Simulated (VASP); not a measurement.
Runs of VASP 6.6.1 on BaH2. The structure is that of space group P6_3/mmc (No. 194), or close to it. The cells are those of the table. 

```tsv
task	cell	cutoff (eV)	gap on the mesh (eV)	pressure (GPa)
single point	a = 4.285, b = 4.285, c = 5.522 Å, angles 90.0, 90.0, 120.0°, 6 atoms	520	(a)	5.1
single point	a = 4.385, b = 4.385, c = 5.796 Å, angles 90.0, 90.0, 120.0°, 6 atoms	520	1.53	0.8
relaxation of shape and atoms at fixed volume	relaxed from a = 4.274, b = 4.274, c = 5.551 Å, angles 90.0, 90.0, 120.0°, 6 atoms	600	1.67	5.1
single point	a = 4.414, b = 4.414, c = 5.892 Å, angles 90.0, 90.0, 120.0°, 6 atoms	520	1.49	(b)
single point	a = 4.442, b = 4.442, c = 5.986 Å, angles 90.0, 90.0, 120.0°, 6 atoms	520	1.45	-1.2
```

Alike in all rows: level PBEsol; potentials or basis VASP PAW PBE potentials, release 64 (Ba_sv, H); no spin polarisation; k mesh 6 × 6 × 6; smearing gaussian 0.02 eV.

Task: Estimate the missing entries.

Result: (a) 1.68; (b) -0.3.

Caveats: the PAW data sets were made with another functional, which shifts forces and pressure a little; spin-orbit coupling is left out, which moves the levels of the heavy elements; the cell stands under pressure (at least some runs).

A k mesh can miss the band edges, and the runs leave out spin-orbit coupling on Ba.
